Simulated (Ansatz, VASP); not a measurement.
# Ti3H in VASP and in Ansatz

```
CELL_PARAMETERS angstrom
4.60374 0.00000 0.00000
-2.30187 3.98696 0.00000
0.00000 0.00000 22.49682
ATOMIC_POSITIONS crystal
Ti 0.66667 0.33333 0.17780
Ti 0.33333 0.66667 0.21957
Ti 0.00000 0.00000 0.26135
Ti 0.66667 0.33333 0.29805
Ti 0.33333 0.66667 0.33046
Ti 0.00000 0.00000 0.37769
H 0.29258 0.70742 0.49326
H 0.37409 0.62591 0.49326
```

Alike in both runs: task single point; functional PBE; k mesh 6 × 6 × 1; occupations gaussian, width 0.1 eV; no spin polarisation.

|  | VASP | Ansatz |
| --- | --- | --- |
| version | VASP 6.6.1 | Ansatz 0.2.0 |
| potentials or method | VASP PAW PBE potentials, release 64 (Ti_sv, H), cutoff 520 eV | scalar-relativistic, plane waves, PAW |
| valence electrons in the cell | 74 | 74 |

|  | VASP | Ansatz | Ansatz less VASP |
| --- | --- | --- | --- |
| gap on the k mesh at the Fermi level (eV) | none | none | - |
| rms of the force components (eV/Å) | 1.428 | 1.418 | -0.0098 |

Atom by atom the forces differ by 0.011 eV/Å (rms over components). A gap of «none» marks a metal or a gap that the smearing closes. With one functional, cell and mesh, what is left measures potentials, basis and numerics.
